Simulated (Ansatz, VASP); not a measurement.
One calculation of Yb, two programs

The input INCAR:

```
SYSTEM = Yb
PREC = Accurate
ENCUT = 520
EDIFF = 1E-6
ISMEAR = -1
SIGMA = 0.05
LREAL = .FALSE.
LASPH = .TRUE.
NELM = 80
ALGO = Normal
ISIF = 2
LWAVE = .FALSE.
LCHARG = .TRUE.
GGA = PE
LELF = .TRUE.
LVHAR = .TRUE.
NBANDS = 18
```

File KPOINTS:

```
Automatic mesh
0
G
  15 15 15
  0 0 0
```

POSCAR

```
Yb
1.0
   -2.0245849070      2.0245849070      2.0245849070
    2.0245849070     -2.0245849070      2.0245849070
    2.0245849070      2.0245849070     -2.0245849070
Yb
1
Direct
    0.0000000000      0.0000000000      0.0000000000
```

Input for Ansatz:

```yaml
crystal:
  lattice:
    - [-2.024584907, 2.024584907, 2.024584907]
    - [2.024584907, -2.024584907, 2.024584907]
    - [2.024584907, 2.024584907, -2.024584907]
  atoms:
    - { symbol: Yb, position: [0.0, 0.0, 0.0] }
kpoints:
  mp_grid: { grid: [15, 15, 15] }
scf:
  occupations: { method: fermi_dirac, width: 0.05 }
hamiltonian:
  xc: pbe
  pseudopotentials: { kind: all_electron, lapw: { basis_error: 0.0005 } }
output:
  forces: true
  stress: true
  eigenvalues: true
```

Change from the starting cell: volume scaled by 0.96.

Alike in both runs: task single point; functional PBE; k mesh 15 × 15 × 15; occupations fermi-dirac, width 0.05 eV; no spin polarisation.

```csv
,VASP,Ansatz
version,VASP 6.6.1,Ansatz 0.2.0
potentials or method,"VASP PAW PBE potentials, release 64 (Yb), cutoff 520 eV","all-electron LAPW, scalar-relativistic"
```

|  | VASP | Ansatz | Ansatz less VASP |
| --- | --- | --- | --- |
| pressure (GPa) | 0.5 | 0.9 | +0.39 |

Ansatz ran all-electron here, and VASP with PAW potentials.

Spin-orbit coupling is off throughout.
